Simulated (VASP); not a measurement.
Here is a VASP 6.6.1 calculation.

The input POSCAR:

```
CaSe
1.0
   -0.0425346699      2.9250004374      2.9250004374
    2.9250004374     -0.0425346699      2.9250004374
    2.9250004374      2.9250004374     -0.0425346699
Ca Se
1 1
Direct
    0.0000000000      0.0000000000      0.0000000000
    0.5000000000      0.5000000000      0.5000000000
```

File INCAR.step1:

```
ALGO = Normal
EDIFF = 1E-4
ENCUT = 520
GGA = PE
ISMEAR = 0
LASPH = True
LCHARG = False
LREAL = False
LWAVE = True
NBANDS = 15
NELM = 100
PREC = Accurate
SIGMA = 0.01
```

INCAR.step2

```
ALGO = Normal
EDIFF = 1E-6
ENCUT = 520
ISIF = 2
ISMEAR = 0
ISTART = 1
LASPH = True
LCHARG = False
LMIXTAU = True
LREAL = False
LWAVE = False
METAGGA = R2SCAN
NBANDS = 15
NELM = 100
PREC = Accurate
SIGMA = 0.01
```

File KPOINTS:

```
k-points
0
Gamma
  8 8 8
```

Potentials or basis: VASP PAW PBE potentials, release 64 (Ca_sv, Se).

Command:

```sh
$ cat potpaw_PBE.64/Ca_sv/POTCAR potpaw_PBE.64/Se/POTCAR > POTCAR
$ cp INCAR.step1 INCAR
$ mpirun -np 1 vasp_std > vasp.out
$ cp INCAR.step2 INCAR
$ mpirun -np 1 vasp_std > vasp.out
```

(1) What does it give for the band gap on the k mesh?

(2) Estimate the pressure.

Results:

(1) 2.38 eV, indirect (least direct gap 3.36 eV).

(2) 1.4 GPa.

Caveat: the cell differs from its parent crystal (strain along [111] -2.1%); the PAW data sets were made with another functional, which shifts forces and pressure a little.
